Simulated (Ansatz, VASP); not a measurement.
## One calculation of BaTe, two programs

INCAR

```
PREC     = Accurate       # precision mode
ENCUT    = 520            # plane-wave cutoff, eV
EDIFF    = 1E-6           # SCF threshold, eV
ISMEAR   = 0              # smearing method
SIGMA    = 0.05           # smearing width, eV
LREAL    = False          # projectors in reciprocal space
LASPH    = True           # aspherical terms in the spheres
NELM     = 60             # most SCF steps
ALGO     = Normal         # electronic algorithm
ISIF     = 2              # what is computed and relaxed
LWAVE    = False          # write WAVECAR
LCHARG   = False          # write CHGCAR
GGA      = PE             # functional
IVDW     = 12             # dispersion correction
NBANDS   = 15             # bands
```

KPOINTS

```
Automatic mesh
0
Gamma
  6 6 6
```

Contents of POSCAR:

```
BaTe
1.0
    0.0000000000      3.5307431915      3.5307431915
    3.5307431915      0.0000000000      3.5307431915
    3.5307431915      3.5307431915      0.0000000000
Ba Te
1 1
Direct
    0.5000000000      0.5000000000      0.5000000000
    0.0000000000      0.0000000000      0.0000000000
```

Input for Ansatz:

```yaml
crystal:
  lattice:
    - [0.0, 3.5307431915, 3.5307431915]
    - [3.5307431915, 0.0, 3.5307431915]
    - [3.5307431915, 3.5307431915, 0.0]
  atoms:
    - { symbol: Ba, position: [0.5, 0.5, 0.5] }
    - { symbol: Te, position: [0.0, 0.0, 0.0] }
basis:
  ecutwfc: 420
  ecutrho_ratio: 4
kpoints:
  mp_grid: { grid: [6, 6, 6] }
hamiltonian:
  xc: pbe
  dispersion: d3bj
scf:
  occupations: { method: gaussian, width: 0.05 }
output:
  forces: true
  stress: true
  eigenvalues: true
```

Alike in both runs: task single point; functional PBE; dispersion D3(BJ); k mesh 6 × 6 × 6; occupations gaussian, width 0.05 eV; no spin polarisation.

|  | VASP | Ansatz |
| --- | --- | --- |
| version | VASP 6.6.1 | Ansatz 0.2.0 |
| potentials or method | VASP PAW PBE potentials, release 64 (Ba_sv, Te), cutoff 520 eV | scalar-relativistic, plane waves, PAW |
| valence electrons in the cell | 16 | 26 |

|  | VASP | Ansatz | Ansatz less VASP |
| --- | --- | --- | --- |
| gap on the k mesh at the Fermi level (eV) | 1.57 | 1.65 | +0.078 |
| least direct gap on the mesh (eV) | 1.96 | 2.01 | +0.049 |
| pressure (GPa) | -0.8 | -1.1 | -0.30 |

VASP's potentials hold 16 valence electrons a cell and Ansatz's 26, so a difference there can come from the potentials and not from the codes.

Spin-orbit coupling is off throughout.
